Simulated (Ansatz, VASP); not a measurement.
# Zr2Pd2Se in VASP and in Ansatz

```
CELL_PARAMETERS angstrom
3.42784 0.00000 0.00000
0.00000 3.98416 0.00000
0.00000 0.00000 7.81024
ATOMIC_POSITIONS crystal
Zr 0.00000 0.50000 0.00000
Zr 0.00000 0.00000 0.00000
Pd 0.00000 0.00000 0.25691
Pd 0.00000 0.00000 0.74309
Se 0.50000 0.00000 0.50000
```

Alike in both runs: task single point; functional PBE; k mesh 6 × 4 × 2; occupations gaussian, width 0.1 eV; no spin polarisation.

|  | VASP | Ansatz |
| --- | --- | --- |
| version | VASP 6.6.1 | Ansatz 0.2.0 |
| potentials or method | VASP PAW PBE potentials, release 64 (Zr_sv, Pd, Se), cutoff 520 eV | scalar-relativistic, plane waves, PAW |
| valence electrons in the cell | 50 | 76 |

|  | VASP | Ansatz | Ansatz less VASP |
| --- | --- | --- | --- |
| gap on the k mesh at the Fermi level (eV) | none | none | - |
| rms of the force components (eV/Å) | 4.223 | 4.098 | -0.1250 |

Atom by atom the forces differ by 0.125 eV/Å (rms over components). A gap of «none» marks a metal or a gap that the smearing closes. The functional is the same, so the differences come from potentials, cutoffs and numerics. VASP's potentials hold 50 valence electrons a cell and Ansatz's 76, so a difference there can come from the potentials and not from the codes.

The k mesh is coarse, so the values compare programs but aren't converged.
